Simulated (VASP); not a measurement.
Input of a VASP 6.6.1 run:

INCAR

```
SYSTEM = Al3GaAs4
ALGO = Normal ; EDIFF = 1E-7
EDIFFG = -0.04 ; ENCUT = 600
GGA = PE ; IBRION = 2
ISIF = 3 ; ISMEAR = 0
LASPH = .TRUE. ; LCHARG = .FALSE.
LREAL = .FALSE. ; LWAVE = .FALSE.
NELM = 80 ; NSW = 90
PREC = Accurate ; SIGMA = 0.1
```

Contents of KPOINTS:

```
k-points
0
G
  4 2 4
  0 0 0
```

Contents of POSCAR:

```
Al3GaAs4
1.0
    3.8458615300      0.0000000000      0.0000000000
    0.0000000000      7.6917230500      0.0000000000
    0.0000000000      0.0000000000      5.4388695300
Al Ga As
3 1 4
Direct
    0.0000000000      0.7500000000      0.0000000000
    0.0000000000      0.2500000000      0.0000000000
    0.5000000000      0.5000000000      0.5000000000
    0.5000000000      0.0000000000      0.5000000000
    0.0000000000      0.0000000000      0.2500000000
    0.5000000000      0.2500000000      0.7500000000
    0.0000000000      0.5000000000      0.2500000000
    0.5000000000      0.7500000000      0.7500000000
```

Potentials or basis: VASP PAW PBE potentials, release 64 (Al, Ga_d, As).

The run is started by

```sh
$ cat potpaw_PBE.64/Al/POTCAR potpaw_PBE.64/Ga_d/POTCAR potpaw_PBE.64/As/POTCAR > POTCAR
$ mpirun -np 1 vasp_std > vasp.out
```

(1) What does it give for the band gap on the k mesh?

(2) What does it give for the space group after relaxing (to 0.1 Å)?

(3) What does it give for the relaxed cell?

## Answers

(1) 1.26 eV.

(2) Pmm2 (No. 25).

(3) a = 4.074 Å, b = 8.148 Å, c = 5.677 Å, α = 90.00°, β = 90.00°, γ = 90.00°.
